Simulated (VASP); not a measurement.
**MgS: vibrations by perturbation theory with LDA**

Crystal: MgS.

```
Mg S
1.0
     2.48192    2.48192    0.00000
    -2.48192    2.48192    0.00000
     0.00000    2.48192    2.48192
Mg S
1 1
Direct
  0.00000 0.00000 0.00000
  0.50000 0.50000 0.00000
```

| Property | Result |
| --- | --- |
| Program | VASP 6.6.1 |
| Task | vibrations by perturbation theory |
| Functional | LDA |
| Potentials or basis | VASP PAW LDA potentials, release 64 (Mg, S) |
| Cutoff | 520 eV |
| k mesh | 8 × 8 × 8 |
| Occupations | gaussian, width 0.01 eV |
| Spin | no spin polarisation |
| Dipole correction | no |
| Further INCAR settings | ALGO = Normal; EDIFF = 1e-08; NBANDS = 11; IBRION = 8; NSW = 1 |

- Highest phonon frequency at Γ, LO-TO splitting left out: 322 cm⁻¹

Phonon frequencies in cm⁻¹ (negative: imaginary):
```tsv
q point	frequencies
(0.000, 0.000, 0.000)	0 0 0 322 322 322
```

It took 33 s on 1 thread of Intel(R) Xeon(R) 6975P-C (Granite Rapids) (shared host), peak memory 0.19 GiB.

Caveat: the cell wasn't relaxed at this level first, which shifts response properties.
